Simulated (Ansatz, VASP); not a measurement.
# SnO2 in VASP and in Ansatz

File POSCAR:

```
SnO2
1.0
    0.0000000000      2.5334669716      2.5334669716
    2.5334669716      0.0000000000      2.5334669716
    2.5334669716      2.5334669716      0.0000000000
Sn O
1 2
Direct
    0.0000000000      0.0000000000      0.0000000000
    0.2500000000      0.2500000000      0.2500000000
    0.7500000000      0.7500000000      0.7500000000
```

Contents of INCAR.step1:

```
SYSTEM = SnO2
PREC = Accurate
ENCUT = 910
ISMEAR = 0
SIGMA = 0.01
LREAL = .FALSE.
LASPH = .TRUE.
NELM = 120
NBANDS = 20
GGA = PE
ALGO = Normal
EDIFF = 1E-5
LWAVE = .TRUE.
LCHARG = .FALSE.
GGA_COMPAT = .FALSE.
```

The input INCAR.step2:

```
SYSTEM = SnO2
PREC = Accurate
ENCUT = 910
EDIFF = 1E-6
ISMEAR = 0
SIGMA = 0.01
LREAL = .FALSE.
LASPH = .TRUE.
NELM = 120
ALGO = Normal
ISIF = 2
LWAVE = .FALSE.
LCHARG = .FALSE.
METAGGA = R2SCAN
LMIXTAU = .TRUE.
NBANDS = 20
ISTART = 1
GGA_COMPAT = .FALSE.
```

The input KPOINTS:

```
Automatic mesh
0
G
  8 8 8
  0 0 0
```

Input for Ansatz:

```yaml
crystal:
  lattice:
    - [0.0, 2.5334669716, 2.5334669716]
    - [2.5334669716, 0.0, 2.5334669716]
    - [2.5334669716, 2.5334669716, 0.0]
  atoms:
    - { symbol: Sn, position: [0.0, 0.0, 0.0] }
    - { symbol: O, position: [0.25, 0.25, 0.25] }
    - { symbol: O, position: [0.75, 0.75, 0.75] }
kpoints:
  mp_grid: { grid: [8, 8, 8] }
  band_path:
    path:
      - [0.0, 0.0, 0.0]
      - [0.5, 0.0, 0.5]
      - [0.625, 0.25, 0.625]
      - [0.375, 0.375, 0.75]
      - [0.5, 0.5, 0.5]
      - [0.5, 0.25, 0.75]
      - [0.25, -0.5, -0.25]
    npoints: 1
hamiltonian:
  xc: r2scan
scf:
  occupations: { method: fixed }
  n_extra_bands: 4
output:
  forces: true
  stress: true
  eigenvalues: true
```

Alike in both runs: task single point; functional r2SCAN; k mesh 8 × 8 × 8; no spin polarisation.

|  | VASP | Ansatz |
| --- | --- | --- |
| version | VASP 6.6.1 | Ansatz 0.2.0 |
| potentials or method | VASP PAW PBE potentials, release 64 (Sn_d, O_h) | plane waves, PAW |
| plane-wave cutoff (eV) | 910 | 500 |
| occupations | gaussian, width 0.01 eV | fixed |
| valence electrons in the cell | 26 | 26 |

VASP gave:

```
gap on the k mesh at the Fermi level (eV) : 0.86
```

Q: Estimate Ansatz's values.

A: gap on the k mesh at the Fermi level (eV): 0.84.

VASP's potentials were made for PBE, not for r2SCAN.

Noted on VASP's run: the cutoff is short for stress, so the pressure is rough.
